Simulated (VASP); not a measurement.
Here is a VASP 6.6.1 calculation.

Contents of INCAR:

```
PREC = Accurate
ENCUT = 600
EDIFF = 1E-6
ISMEAR = -1
SIGMA = 0.03
LREAL = F
LASPH = T
NELM = 60
ALGO = Normal
ISIF = 3
LWAVE = F
LCHARG = F
GGA = PE
IBRION = 2
NSW = 100
EDIFFG = -0.005
```

KPOINTS

```
Automatic mesh
0
Gamma
  11 11 11
```

File POSCAR:

```
ZrC
1.0
    0.0000000000      2.4983568504      2.4983568504
    2.4983568504      0.0000000000      2.4983568504
    2.4983568504      2.4983568504      0.0000000000
Zr C
1 1
Direct
    0.0000000000      0.0000000000      0.0000000000
    0.2500000000      0.2500000000      0.2500000000
```

Potentials or basis: VASP PAW PBE potentials, release 64 (Zr_sv, C).

Command:

```console
$ cat potpaw_PBE.64/Zr_sv/POTCAR potpaw_PBE.64/C/POTCAR > POTCAR
$ mpirun -np 1 vasp_std > vasp.out
```

(1) Estimate the space group after relaxing (to 0.05 Å).

(2) What does it give for the relaxed cell?

Answers

(1) F-43m (No. 216).

(2) a = 3.600 Å, b = 3.600 Å, c = 3.600 Å, α = 60.00°, β = 60.00°, γ = 60.00°.
